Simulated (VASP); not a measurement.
# GaN (P6_3mc) in VASP: single point with r2SCAN

Aim: the single point of GaN with r2SCAN.

Program: VASP 6.6.1. These are calculated values, not measurements. Logs are shortened: lines on timing, memory, paths and dates and some standing lists are left out, and cuts for length are marked.

**1. The cell of the first run**

The structure is hexagonal, space group P6_3mc (No. 186). Conventional cell: a = 3.180 Å, b = 3.180 Å, c = 5.166 Å, α = 90.00°, β = 90.00°, γ = 120.00°. Within 2.6 Å of Ga (site symmetry 3m) lie 4 N at 1.94 to 1.95 Å. N (site symmetry 3m) has 4 Ga at 1.94 to 1.95 Å within 2.6 Å.

**2. Single point, r2SCAN**

Input file POSCAR:

```
GaN
1.0
    3.1799996605      0.0000000000      0.0000000000
   -1.5899998303      2.7539604900      0.0000000000
    0.0000000000      0.0000000000      5.1660000000
Ga N
2 2
Direct
    0.3333333333      0.6666666667      0.0000000000
    0.6666666667      0.3333333333      0.5000000000
    0.3333333333      0.6666666667      0.3750000000
    0.6666666667      0.3333333333      0.8750000000
```

Input file INCAR.step1:

```
PREC = Accurate
ENCUT = 520
ISMEAR = 0
SIGMA = 0.05
LREAL = F
LASPH = T
NELM = 100
NBANDS = 26
GGA = PE
ALGO = Normal
EDIFF = 1E-4
LWAVE = T
LCHARG = F
```

Input file INCAR.step2:

```
PREC = Accurate
ENCUT = 520
EDIFF = 1E-6
ISMEAR = 0
SIGMA = 0.05
LREAL = F
LASPH = T
NELM = 100
ALGO = Normal
ISIF = 2
LWAVE = F
LCHARG = F
METAGGA = R2SCAN
LMIXTAU = T
NBANDS = 26
ISTART = 1
```

Input file KPOINTS:

```
Automatic mesh
0
Gamma
  12 12 6
```

Potentials or basis: VASP PAW PBE potentials, release 64 (Ga_d, N).

On the command line:

```sh
> cat potpaw_PBE.64/Ga_d/POTCAR potpaw_PBE.64/N/POTCAR > POTCAR
> cp INCAR.step1 INCAR
> mpirun -np 1 vasp_std > vasp.out
> cp INCAR.step2 INCAR
> mpirun -np 1 vasp_std > vasp.out
```

OUTCAR:

```text
PREC = Accurate
   ENCUT = 520
   EDIFF = 1E-6
   ISMEAR = 0
   LREAL = F
   LASPH = T
   NELM = 100
   ISIF = 2
   METAGGA = R2SCAN
   ISTART = 1

 ion  position               nearest neighbor table
   1  0.333  0.667  0.000-   3 1.94   4 1.95   4 1.95   4 1.95
   2  0.667  0.333  0.500-   4 1.94   3 1.95   3 1.95   3 1.95
   3  0.333  0.667  0.375-   1 1.94   2 1.95   2 1.95   2 1.95
   4  0.667  0.333  0.875-   2 1.94   1 1.95   1 1.95   1 1.95

  LATTYP: Found a hexagonal cell.
 ALAT       =     3.1799996605
 C/A-ratio  =     1.6245284753

  Lattice vectors:

 A1 = (   3.1799996605,   0.0000000000,   0.0000000000)
 A2 = (  -1.5899998303,   2.7539604900,   0.0000000000)
 A3 = (   0.0000000000,   0.0000000000,   5.1660000000)

Analysis of symmetry for initial positions (statically):
=====================================================================
 Subroutine PRICEL returns:
 Original cell was already a primitive cell.

 Routine SETGRP: Setting up the symmetry group for a
 hexagonal supercell.

 Subroutine GETGRP returns: Found 12 space group operations
 (whereof  6 operations were pure point group operations)
 out of a pool of 24 trial point group operations.

The static configuration has the point symmetry C_3v.
 The point group associated with its full space group is C_6v.

Analysis of symmetry for dynamics (positions and initial velocities):
=====================================================================
 Subroutine PRICEL returns:
 Original cell was already a primitive cell.

 Routine SETGRP: Setting up the symmetry group for a
 hexagonal supercell.

 Subroutine GETGRP returns: Found 12 space group operations
 (whereof  6 operations were pure point group operations)
 out of a pool of 24 trial point group operations.

The dynamic configuration has the point symmetry C_3v.
 The point group associated with its full space group is C_6v.

 Subroutine INISYM returns: Found 12 space group operations
 (whereof  6 operations are pure point group operations),
 and found     1 'primitive' translations

----------------------------------------------------------------------------------------

                                     Primitive cell

  volume of cell :      45.2417

  direct lattice vectors                    reciprocal lattice vectors
     3.179999661  0.000000000  0.000000000     0.314465442  0.181556708  0.000000000
    -1.589999830  2.753960490  0.000000000     0.000000000  0.363113416  0.000000000
     0.000000000  0.000000000  5.166000000     0.000000000  0.000000000  0.193573364

  length of vectors
     3.179999661  3.179999661  5.166000000     0.363113416  0.363113416  0.193573364

  position of ions in fractional coordinates (direct lattice)
     0.333333333  0.666666667  0.000000000
     0.666666667  0.333333333  0.500000000
     0.333333333  0.666666667  0.375000000
     0.666666667  0.333333333  0.875000000

  ion indices of the primitive-cell ions
   primitive index   ion index
                 1           1
                 2           2
                 3           3
                 4           4

----------------------------------------------------------------------------------------

 KPOINTS: Automatic mesh

Automatic generation of k-mesh.
 Grid dimensions read from file:
 generate k-points for:   12   12    6

 Generating k-lattice:

  Cartesian coordinates                     Fractional coordinates (reciprocal lattice)
     0.026205454  0.015129726  0.000000000     0.083333333  0.000000000  0.000000000
     0.000000000  0.030259451  0.000000000     0.000000000  0.083333333  0.000000000
     0.000000000  0.000000000  0.032262227     0.000000000  0.000000000  0.166666667

  Length of vectors
     0.030259451  0.030259451  0.032262227

  Shift w.r.t. Gamma in fractional coordinates (k-lattice)
     0.000000000  0.000000000  0.000000000

 Subroutine IBZKPT returns following result:
 ===========================================

 Found     76 irreducible k-points:

 Following reciprocal coordinates:
            Coordinates               Weight
  0.000000  0.000000  0.000000      1.000000
  0.083333  0.000000  0.000000      6.000000
  0.166667  0.000000  0.000000      6.000000
  0.250000  0.000000  0.000000      6.000000
  0.333333  0.000000  0.000000      6.000000
  0.416667  0.000000  0.000000      6.000000
[... 16 lines left out ...]
  0.250000  0.000000  0.166667     12.000000
  0.333333  0.000000  0.166667     12.000000
 [... further k-points ...]
   k-points           NKPTS =     76   k-points in BZ     NKDIM =     76   number of bands    NBANDS=     26
   number of dos      NEDOS =    301   number of ions     NIONS =      4
   total plane-waves  NPLWV =  23040
   dimension x,y,z NGX =    24 NGY =   24 NGZ =   40
   dimension x,y,z NGXF=    48 NGYF=   48 NGZF=   80
   ions per type =               2   2
   NGX,Y,Z   is equivalent  to a cutoff of  12.55, 12.55, 12.87 a.u.
   NGXF,Y,Z  is equivalent  to a cutoff of  25.09, 25.09, 25.74 a.u.
 SYSTEM =  unknown system
   PREC   = accura    normal or accurate (medium, high low for compatibility)
   ISTART =      1    job   : 0-new  1-cont  2-samecut
   ICHARG =      0    charge: 1-file 2-atom 10-const
   ISPIN  =      1    spin polarized calculation?
   LNONCOLLINEAR =      F non collinear calculations
   LSORBIT =      F    spin-orbit coupling
   LASPH  =      T    aspherical Exc in radial PAW
   ENCUT  =  520.0 eV  38.22 Ry    6.18 a.u.   5.91  5.91  9.61*2*pi/ulx,y,z
   NELM   =    100;   NELMIN=  2; NELMDL=  0     # of ELM steps
   EDIFF  = 0.1E-05   stopping-criterion for ELM
   LREAL  =      F    real-space projection
   EDIFFG = 0.1E-04   stopping-criterion for IOM
   NSW    =      0    number of steps for IOM
   IBRION =     -1    ionic relax: 0-MD 1-quasi-New 2-CG
   NFREE  =      0    steps in history (QN), initial steepest desc. (CG)
   ISIF   =      2    stress and relaxation
   ISYM   =      2    0-nonsym 1-usesym 2-fastsym
   POTIM  = 0.5000    time-step for ionic-motion
   TEBEG  =    0.0;   TEEND  =   0.0 temperature during run
   PSTRESS=    0.0 pullay stress
   NELECT =      36.0000    total number of electrons
   NUPDOWN=      -1.0000    fix difference up-down
   EMIN   =  10.00;   EMAX   =-10.00  energy-range for DOS
   EFERMI =   0.00;   METHOD = LEGACY
   ISMEAR =     0;   SIGMA  =   0.05  broadening in eV -4-tet -1-fermi 0-gaus
   EFERMI_NEDOS =   21; number of points for ismear=-14 and -15
   IALGO  =     38    algorithm
   IMIX   =      4    mixing-type and parameters
     AMIX     =   0.40;   BMIX     =  1.00
     AMIX_MAG =   1.60;   BMIX_MAG =  1.00
  volume/ion in A,a.u.               =      11.31        76.33
  Fermi-wavevector in a.u.,A,eV,Ry     =   1.517036  2.866783 31.312431  2.301399
  Thomas-Fermi vector in A             =   2.626346
   LORBIT       =      0    0 simple, 1 ext, 2 COOP (PROOUT), +10 PAW based schemes
   METAGGA = R2SCAN    functional components
   LHFCALC =     F    Hartree Fock is set to
   AEXX    =    0.0000 exact exchange contribution
   IVDW    =     0    specifies the selected vdW correction
   LEPSILON=     F    determine dielectric tensor
   LRPA    =     F    only Hartree local field effects (RPA)
 non-spin polarized calculation
 Gauss-broadening in eV      SIGMA  =   0.05
  energy-cutoff  :      520.00
  volume of cell :       45.24
 maximum number of plane-waves:      1236
 NGX is ok and might be reduce to    24
   NGX = 11   NGY = 11   NGZ = 19

 number of electron      36.0000002 magnetization

 Free energy of the ion-electron system (eV)
  ---------------------------------------------------
  ext. energy  EPLUGINS =         0.00000000
  ---------------------------------------------------
  free energy    TOTEN  =       -43.81661374 eV

  energy without entropy =      -43.81661374  energy(sigma->0) =      -43.81661374

 E-fermi :   5.4593     XC(G=0): -12.6954

 val. band max:        5.1666191024   @ k =   0.0000   0.0000   0.0000
 cond. band min:       7.5425016048   @ k =   0.0000   0.0000   0.0000
 fundamental gap:      2.3758825024
 Fermi energy:         5.4592839210

 k-point     1 :       0.0000    0.0000    0.0000
  band No.  band energies     occupation
      1     -11.6989      2.00000
      2     -10.6684      2.00000
      3      -8.6767      2.00000
      4      -8.6539      2.00000
      5      -8.6539      2.00000
      6      -8.5825      2.00000
[... 18 lines left out ...]
     25      17.6889      0.00000
     26      17.6889      0.00000

 k-point     2 :       0.0833    0.0000    0.0000
  band No.  band energies     occupation
      1     -11.6291      2.00000
      2     -10.6483      2.00000
      3      -8.6680      2.00000
      4      -8.6435      2.00000
      5      -8.6327      2.00000
      6      -8.5741      2.00000
[... 18 lines left out ...]
     25      17.3350      0.00000
     26      17.8528      0.00000

 k-point     3 :       0.1667    0.0000    0.0000
  band No.  band energies     occupation
      1     -11.4373      2.00000
      2     -10.5979      2.00000
      3      -8.6415      2.00000
      4      -8.6177      2.00000
      5      -8.5727      2.00000
      6      -8.5356      2.00000
[... 18 lines left out ...]
     25      17.4048      0.00000
     26      18.2319      0.00000

 k-point     4 :       0.2500    0.0000    0.0000
  band No.  band energies     occupation
      1     -11.1761      2.00000
      2     -10.5400      2.00000
      3      -8.6133      2.00000
      4      -8.5911      2.00000
      5      -8.5210      2.00000
      6      -8.4755      2.00000
[... 18 lines left out ...]
     25      17.4077      0.00000
     26      18.8071      0.00000

 k-point     5 :       0.3333    0.0000    0.0000
  band No.  band energies     occupation
      1     -10.9250      2.00000
      2     -10.4959      2.00000
      3      -8.5966      2.00000
      4      -8.5760      2.00000
      5      -8.4854      2.00000
      6      -8.4238      2.00000
[... 18 lines left out ...]
     25      17.5810      0.00000
     26      19.2968      0.00000

 k-point     6 :       0.4167    0.0000    0.0000
  band No.  band energies     occupation
      1     -10.7536      2.00000
      2     -10.4743      2.00000
      3      -8.5935      2.00000
      4      -8.5715      2.00000
      5      -8.4678      2.00000
      6      -8.4087      2.00000
[... 427 lines left out ...]
 k-point    21 :       0.0833    0.0000    0.1667
  band No.  band energies     occupation
      1     -11.5484      2.00000
      2     -10.6887      2.00000
      3      -8.6555      2.00000
      4      -8.6409      2.00000
      5      -8.6210      2.00000
      6      -8.5811      2.00000
[... 18 lines left out ...]
     25      17.1773      0.00000
     26      17.5821      0.00000

 k-point    22 :       0.1667    0.0000    0.1667
  band No.  band energies     occupation
      1     -11.3640      2.00000
      2     -10.6297      2.00000
      3      -8.6359      2.00000
      4      -8.6136      2.00000
      5      -8.5708      2.00000
      6      -8.5365      2.00000
[... 18 lines left out ...]
     25      16.9826      0.00000
     26      18.0055      0.00000

 k-point    23 :       0.2500    0.0000    0.1667
  band No.  band energies     occupation
      1     -11.1156      2.00000
      2     -10.5611      2.00000
      3      -8.6125      2.00000
      4      -8.5840      2.00000
      5      -8.5326      2.00000
      6      -8.4836      2.00000
[... 18 lines left out ...]
     25      17.1125      0.00000
     26      18.5785      0.00000

 k-point    24 :       0.3333    0.0000    0.1667
  band No.  band energies     occupation
      1     -10.8800      2.00000
      2     -10.5073      2.00000
      3      -8.6000      2.00000
      4      -8.5653      2.00000
      5      -8.5010      2.00000
      6      -8.4327      2.00000
[... 18 lines left out ...]
     25      17.3569      0.00000
     26      19.2261      0.00000

 [... further k-points ...]

------------------------ aborting loop because EDIFF is reached ----------------------------------------

  FORCE on cell =-STRESS in cart. coord.  units (eV):
  Direction    XX          YY          ZZ          XY          YZ          ZX
  --------------------------------------------------------------------------------------
  -------------------------------------------------------------------------------------
  Total        0.4260885      0.4260885      0.9822233     -0.0000000      0.0000000      0.0000000
  in kB       15.0893737     15.0893737     34.7841707     -0.0000000      0.0000000      0.0000000
  external PRESSURE =      21.6543060 kB  Pullay stress =       0.0000000 kB

 VOLUME and BASIS-vectors are now :
 -----------------------------------------------------------------------------
  energy-cutoff  :      520.00
  volume of cell :       45.24
      direct lattice vectors                 reciprocal lattice vectors
     3.179999661  0.000000000  0.000000000     0.314465442  0.181556708  0.000000000
    -1.589999830  2.753960490  0.000000000     0.000000000  0.363113416  0.000000000
     0.000000000  0.000000000  5.166000000     0.000000000  0.000000000  0.193573364

 POSITION                                       TOTAL-FORCE (eV/Angst)
 -----------------------------------------------------------------------------------
     -0.00000      1.83597      0.00000        -0.000000      0.000000     -0.137016
      1.59000      0.91799      2.58300         0.000000     -0.000000     -0.137016
     -0.00000      1.83597      1.93725         0.000000      0.000000      0.137016
      1.59000      0.91799      4.52025         0.000000      0.000000      0.137016
 -----------------------------------------------------------------------------------
    total drift:                                0.000002      0.000004      0.049991

  FREE ENERGIE OF THE ION-ELECTRON SYSTEM (eV)
  ---------------------------------------------------
  free  energy   TOTEN  =       -43.8166137384 eV

  energy  without entropy=      -43.8166137384  energy(sigma->0) =      -43.81661374
```

It took 3 min on 1 thread of AMD EPYC 9R45 (Zen 5), shared host; peak memory 0.19 GiB.

Results:

| Quantity | Value |
| --- | --- |
| Free energy | -43.8166 eV |
| Pressure | 2.2 GPa |
| Largest force | 0.137 eV/Å |
| Band gap on the k mesh | 2.38 eV |

Forces on the atoms (eV/Å):
```
Ga   0.000  0.000 -0.137
Ga   0.000  0.000 -0.137
N    0.000  0.000  0.137
N    0.000  0.000  0.137
```

Levels at points of the mesh, in eV from the valence-band top:
```csv
k point,band 14,band 15,band 16,band 17,band 18,band 19,band 20,band 21,band 22,band 23
"(0.00, 0.00, 0.00)",-1.09,-1.09,-0.06,0.00,0.00,2.38,4.84,10.00,10.60,10.60
"(0.50, 0.00, 0.00)",-5.39,-4.36,-2.86,-2.29,-1.02,5.58,6.15,6.56,9.40,11.03
"(0.00, 0.00, 0.50)",-3.95,-0.56,-0.56,-0.56,-0.56,4.79,4.79,9.23,9.23,11.12
"(0.50, 0.00, 0.50)",-6.75,-2.02,-2.02,-1.98,-1.98,4.90,4.90,8.47,8.47,10.80
```

Caveat: the PAW data sets were made with another functional, which shifts forces and pressure a little.
